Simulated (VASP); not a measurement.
Here is a VASP 6.6.1 calculation.

The input POSCAR:

```
LiH
1.0
    1.9408437663      1.9408437663      0.0000000000
   -1.9408437663      1.9408437663      0.0000000000
    0.0000000000      1.9408437663      1.9408437663
Li H
1 1
Direct
    0.0000000000      0.0000000000      0.0000000000
    0.5000000000      0.5000000000      0.0000000000
```

INCAR.step1

```
PREC = Accurate ; ENCUT = 520
ISMEAR = 0 ; SIGMA = 0.01
LREAL = False ; LASPH = True
NELM = 100 ; NBANDS = 9
GGA = PE ; ALGO = Normal
EDIFF = 1E-4 ; LWAVE = True
LCHARG = False
```

INCAR.step2

```
PREC = Accurate ; ENCUT = 520
EDIFF = 1E-7 ; ISMEAR = 0
SIGMA = 0.01 ; LREAL = False
LASPH = True ; NELM = 100
ALGO = Normal ; ISIF = 2
LWAVE = False ; LCHARG = False
METAGGA = R2SCAN ; LMIXTAU = True
NBANDS = 9 ; ISTART = 1
```

File KPOINTS:

```
Automatic mesh
0
Gamma
  10 10 10
```

Potentials or basis: VASP PAW PBE potentials, release 64 (Li_sv, H).

The run is started by

```sh
$ cat potpaw_PBE.64/Li_sv/POTCAR potpaw_PBE.64/H/POTCAR > POTCAR
$ cp INCAR.step1 INCAR
$ mpirun -np 1 vasp_std > vasp.out
$ cp INCAR.step2 INCAR
$ mpirun -np 1 vasp_std > vasp.out
```

(1) Estimate the band gap on the k mesh.

Answers

(1) 3.52 eV, direct.
